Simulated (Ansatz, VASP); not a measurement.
# One calculation of Si, two programs

```xyz
2
Lattice="3.7690 0.0000 0.0000 -1.8845 3.2640 0.0000 0.0000 0.0000 28.0000" Properties=species:S:1:pos:R:3 pbc="T T T"
Si    0.0000    2.1760   14.0715
Si    1.8845    1.0880   13.9285
```

Alike in both runs: task single point; functional LDA; k mesh 15 × 15 × 1; occupations gaussian, width 0.1 eV; no spin polarisation.

|  | VASP | Ansatz |
| --- | --- | --- |
| version | VASP 6.6.1 | Ansatz 0.2.0 |
| potentials or method | VASP PAW LDA potentials, release 64 (Si), cutoff 520 eV | scalar-relativistic, plane waves, PAW |
| valence electrons in the cell | 8 | 8 |

```tsv
	VASP	Ansatz	Ansatz less VASP
gap on the k mesh at the Fermi level (eV)	none	none	-
rms of the force components (eV/Å)	0.101	0.101	-0.0005
work function, face that differs most (eV)	4.73	4.72	-0.011
```

Ansatz warns that its potentials were made for another functional, while VASP's fit it. LDA's correlation is that of Perdew and Zunger in VASP and of Perdew and Wang (1992) in Ansatz. Atom by atom the forces differ by 0.001 eV/Å (rms over components). A gap of «none» marks a metal or a gap that the smearing closes.
